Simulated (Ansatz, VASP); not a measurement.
# One calculation of Sb, two programs

```
CELL_PARAMETERS angstrom
3.17050 0.00000 0.00000
0.00000 3.17050 0.00000
0.00000 0.00000 3.17050
ATOMIC_POSITIONS crystal
Sb 0.00000 0.00000 0.00000
```

Change from the starting cell: volume scaled by 1.01, PAW files.

Alike in both runs: task electric field gradients; functional PBE; k mesh 13 × 13 × 13; occupations fermi-dirac, width 0.05 eV; no spin polarisation.

|  | VASP | Ansatz |
| --- | --- | --- |
| version | VASP 6.6.1 | Ansatz 0.2.0 |
| potentials or method | VASP PAW PBE potentials, release 64 (Sb) | PAW with Ansatz's default frozen-core files, scalar-relativistic |
| plane-wave cutoff (eV) | 520 | 420 |
| valence electrons in the cell | 5 | 15 |

VASP gave:

```
pressure (GPa) : -3.0
```

Problem. Which values does Ansatz return?

Solution. Pressure (GPa): -2.9.

With one functional, cell and mesh, what is left measures potentials, basis and numerics. VASP's potentials hold 5 valence electrons a cell and Ansatz's 15, so a difference there can come from the potentials and not from the codes.

Neither program's run includes spin-orbit coupling.
